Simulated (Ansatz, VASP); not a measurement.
Ga4SeS3 in VASP and in Ansatz

```
CELL_PARAMETERS angstrom
7.26823 -0.00201 0.00000
-1.81793 3.14874 0.00000
0.00000 0.00000 15.61100
ATOMIC_POSITIONS crystal
Ga 0.16183 0.66183 0.17321
Ga 0.66994 0.66994 0.17267
Ga 0.33817 0.33817 0.67321
Ga 0.83006 0.33006 0.67267
Ga 0.16526 0.66526 0.32977
Ga 0.66746 0.66746 0.32956
Ga 0.33474 0.33474 0.82977
Ga 0.83254 0.33254 0.82956
Se 0.16777 0.66777 0.59430
Se 0.33223 0.33223 0.09430
S 0.66707 0.66707 0.60410
S 0.83293 0.33293 0.10410
S 0.16640 0.66640 0.89759
S 0.66769 0.66769 0.89880
S 0.33360 0.33360 0.39759
S 0.83231 0.33231 0.39880
```

Alike in both runs: task single point; functional PBE; dispersion D3(BJ); k mesh 4 × 4 × 1; occupations gaussian, width 0.02 eV; no spin polarisation.

|  | VASP | Ansatz |
| --- | --- | --- |
| version | VASP 6.6.1 | Ansatz 0.2.0 |
| potentials or method | VASP PAW PBE potentials, release 64 (Ga_d, Se, S), cutoff 520 eV | scalar-relativistic, plane waves, PAW |
| valence electrons in the cell | 152 | 172 |

|  | VASP | Ansatz | Ansatz less VASP |
| --- | --- | --- | --- |
| gap on the k mesh at the Fermi level (eV) | 1.44 | 1.43 | -0.006 |
| least direct gap on the mesh (eV) | 1.44 | 1.43 | -0.006 |
| pressure (GPa) | 0.2 | 0.1 | -0.04 |
| rms of the force components (eV/Å) | 0.011 | 0.007 | -0.0032 |

VASP's potentials hold 152 valence electrons a cell and Ansatz's 172, so a difference there can come from the potentials and not from the codes.

The k mesh is coarse, so the values compare programs but aren't converged.
